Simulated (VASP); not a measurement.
Wanted: the native input for a VASP 6.6.1 run.

| Property | Result |
| --- | --- |
| Task | single point |
| Functional | PBEsol |
| Dispersion | D3(BJ) |
| Potentials or basis | VASP PAW PBE potentials, release 64 (Pd) |
| Cutoff | 520 eV |
| k mesh | 19 × 19 × 19 |
| Occupations | fermi-dirac, width 0.1 eV |
| Spin | no spin polarisation |
| Dipole correction | no |
| Further INCAR settings | ALGO = Normal; EDIFF = 1e-07; NBANDS = 11 |

The structure of Pd lies in POSCAR:

```
Pd
1.0
    2.7232710213     -0.0000000151     -0.0000000261
   -0.9077569929      2.5675245466     -0.0000000261
   -0.9077569929     -1.2837622356      2.2235415040
Pd
1
Direct
    0.0000000000      0.0000000000      0.0000000000
```

This isn't the form of Pd at room conditions, which is fcc.

These files were run (other wordings do the same):

INCAR

```
PREC = Accurate
ENCUT = 520
EDIFF = 1E-7
ISMEAR = -1
SIGMA = 0.1
LREAL = False
LASPH = True
NELM = 100
ALGO = Normal
ISIF = 2
LWAVE = False
LCHARG = False
GGA = PS
IVDW = 12
NBANDS = 11
```

KPOINTS

```
Automatic mesh
0
Gamma
  19 19 19
```

Potentials or basis: VASP PAW PBE potentials, release 64 (Pd).

Run with:

```sh
$ cat potpaw_PBE.64/Pd/POTCAR > POTCAR
$ mpirun -np 1 vasp_std > vasp.out
```

Results of the run:

The pressure is -16.1 GPa. The band gap on the k mesh is zero (bands 5 and 6 overlap by 1.48 eV) and the dispersion energy per atom is -0.590 eV.

Caveat: three body term missing; the cell stands under tension; the PAW data sets were made with another functional, which shifts forces and pressure a little.

Wall time 14 s on 1 thread of AMD EPYC 9R45 96-Core Processor (Zen 5), with other jobs on the host, peak memory 0.13 GiB.
